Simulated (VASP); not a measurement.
Set up this calculation in VASP 6.6.1, as the native input.

```
Task                   : single point
Functional             : PBE
Potentials or basis    : VASP PAW PBE potentials, release 64 (Bi_d, S)
Cutoff                 : 500 eV
k mesh                 : 12 × 12 × 4
Occupations            : gaussian, width 0.02 eV
Spin                   : no spin polarisation
Dipole correction      : no
Further INCAR settings : ALGO = Normal; EDIFF = 1e-06; NBANDS = 32
```

The structure of Bi2S3 lies in POSCAR:

```
Bi2S3
1.0
    4.0508148762      0.0000000000      0.0000000000
   -2.0254074381      3.5081085888      0.0000000000
    0.0000000000      0.0000000000     10.1147217590
Bi S
2 3
Direct
    0.3333333333      0.6666666667      0.1856822220
    0.6666666667      0.3333333333      0.8143177780
    0.3333333333      0.6666666667      0.6722013227
    0.6666666667      0.3333333333      0.3277986773
    0.0000000000      0.0000000000      0.0000000000
```

The input as run:

INCAR

```
SYSTEM = Bi2S3
  ALGO = Normal
  EDIFF = 1E-6
  ENCUT = 500
  GGA = PE
  GGA_COMPAT = .FALSE.
  ISIF = 2
  ISMEAR = 0
  LASPH = .TRUE.
  LCHARG = .FALSE.
  LREAL = .FALSE.
  LWAVE = .FALSE.
  NBANDS = 32
  NELM = 120
  PREC = Accurate
  SIGMA = 0.02
```

KPOINTS

```
k-points
0
G
  12 12 4
  0 0 0
```

Potentials or basis: VASP PAW PBE potentials, release 64 (Bi_d, S).

The run is started by

```console
$ cat potpaw_PBE.64/Bi_d/POTCAR potpaw_PBE.64/S/POTCAR > POTCAR
$ mpirun -np 1 vasp_std > vasp.out
```

It gave:

| Property | Result |
| --- | --- |
| Pressure | 0.1 GPa |
| Largest force | 0.005 eV/Å |
| Band gap on the k mesh | 1.07 eV (least direct gap 1.11 eV) |

Caveat: spin-orbit coupling is left out, which moves the levels of the heavy elements; this functional lacks dispersion, which binds layers or chains, so the pressure and a relaxed spacing across them are unreliable.

It took 5.7 min on 1 thread of Oxide Virtual Turin-like Processor, on a shared host, peak memory 0.36 GiB.
